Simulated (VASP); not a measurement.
Set up this calculation in VASP 6.6.1, as the native input.

| Property | Result |
| --- | --- |
| Task | single point |
| Functional | PBEsol |
| Potentials or basis | VASP PAW PBE potentials, release 64 (Si, Ge_d) |
| Cutoff | 520 eV |
| k mesh | 2 × 2 × 2 |
| Occupations | gaussian, width 0.05 eV |
| Spin | no spin polarisation |
| Dipole correction | no |
| Further INCAR settings | LREAL = Auto; ALGO = Normal; EDIFF = 1e-06; NBANDS = 53 |

The structure of Si16Ge (a cell with a defect) lies in POSCAR:

```
Si16Ge
1.0
    0.0000000000      5.4300000000      5.4300000000
    5.4300000000      0.0000000000      5.4300000000
    5.4300000000      5.4300000000      0.0000000000
Si Ge
16 1
Direct
   -0.0060511050     -0.0037741252     -0.0064569982
    0.1470285451      0.0591878453      0.1468088398
   -0.0068595764     -0.0034203499      0.5162658379
    0.1168288214      0.1376964088      0.6225312155
    0.0219952118      0.4348723757      0.0217679558
    0.1065893186      0.6220257827      0.1060524862
   -0.0170701657      0.5093721915      0.5034445672
    0.1051837937      0.6225329650      0.6660101289
    0.5164619705     -0.0036452118     -0.0070453959
    0.6228797422      0.1375690608      0.1164147330
    0.4876892265      0.0364383978      0.4872720994
    0.6222266114      0.1379818600      0.6220656538
    0.5036539595      0.5093497238     -0.0171073665
    0.6659918048      0.6222557090      0.1050746777
    0.5042233886      0.5093279926      0.5038837937
    0.6122418969      0.6634406077      0.6120976980
    0.2878706262      0.6373210866      0.2879446593
```

The input as run:

INCAR

```
ALGO     = Normal         # electronic algorithm
EDIFF    = 1E-6           # SCF threshold, eV
ENCUT    = 520            # plane-wave cutoff, eV
GGA      = PS             # functional
ISIF     = 2              # what is computed and relaxed
ISMEAR   = 0              # smearing method
LASPH    = True           # aspherical terms in the spheres
LCHARG   = True           # write CHGCAR
LELF     = True           # ELF
LREAL    = Auto         
LVHAR    = True         
LWAVE    = False          # write WAVECAR
NBANDS   = 53             # bands
NELM     = 80             # most SCF steps
PREC     = Accurate       # precision mode
SIGMA    = 0.05           # smearing width, eV
```

KPOINTS

```
k-points
0
Gamma
  2 2 2
```

Potentials or basis: VASP PAW PBE potentials, release 64 (Si, Ge_d).

Run with:

```sh
$ cat potpaw_PBE.64/Si/POTCAR potpaw_PBE.64/Ge_d/POTCAR > POTCAR
$ mpirun -np 1 vasp_std > vasp.out
```

Results of the run:

The pressure is 3.8 GPa, the largest force is 0.058 eV/Å and the band gap on the k mesh is zero (bands 39 and 40 overlap by 0.14 eV).

Caveat: the k points lie up to 0.50 Å⁻¹ apart; the PAW data sets were made with another functional, which shifts forces and pressure a little.

Wall time 99 s on 1 thread of Intel(R) Xeon(R) 6975P-C (Granite Rapids), on a shared host, peak memory 0.49 GiB.
